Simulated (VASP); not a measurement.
Wanted: the native input for a VASP 6.6.1 run.

```yaml
Task: single point
Functional: PBE
Potentials_or_basis: VASP PAW PBE potentials, release 64 (Zn)
Cutoff: 520 eV
k_mesh: 24 × 24 × 12
Occupations: gaussian, width 0.15 eV
Spin: no spin polarisation
Dipole_correction: no
Further_INCAR_settings: ALGO = Fast; EDIFF = 1e-06; NBANDS = 19
```

The structure of Zn lies in POSCAR:

```
Zn
1.0
    2.6218099222      0.0000000000      0.0000000000
   -1.3109049611      2.2705539965      0.0000000000
    0.0000000000      0.0000000000      5.1102455899
Zn
2
Direct
    0.3333333333      0.6666666667      0.2500000000
    0.6666666667      0.3333333333      0.7500000000
```

This cell differs from its parent crystal: ratio of the length along z to the lengths across it x 1.05, volume and fractional coordinates fixed.

One way to write it, as run:

INCAR

```
  PREC = Accurate
  ENCUT = 520
  EDIFF = 1E-6
  ISMEAR = 0
  SIGMA = 0.15
  LREAL = False
  LASPH = True
  NELM = 100
  ALGO = Fast
  ISIF = 2
  LWAVE = False
  LCHARG = False
  GGA = PE
  NBANDS = 19
```

KPOINTS

```
regular mesh
0
Gamma
  24 24 12
```

Potentials or basis: VASP PAW PBE potentials, release 64 (Zn).

Command:

```console
$ cat potpaw_PBE.64/Zn/POTCAR > POTCAR
$ mpirun -np 1 vasp_std > vasp.out
```

Results of the run:

```json
{"Pressure": "1.7 GPa", "Band gap on the k mesh": "zero (bands 12 and 13 overlap by 5.15 eV)"}
```

It took 110 s on 1 thread of Intel(R) Xeon(R) Platinum 8488C (Sapphire Rapids) (shared host), peak memory 0.3 GiB.
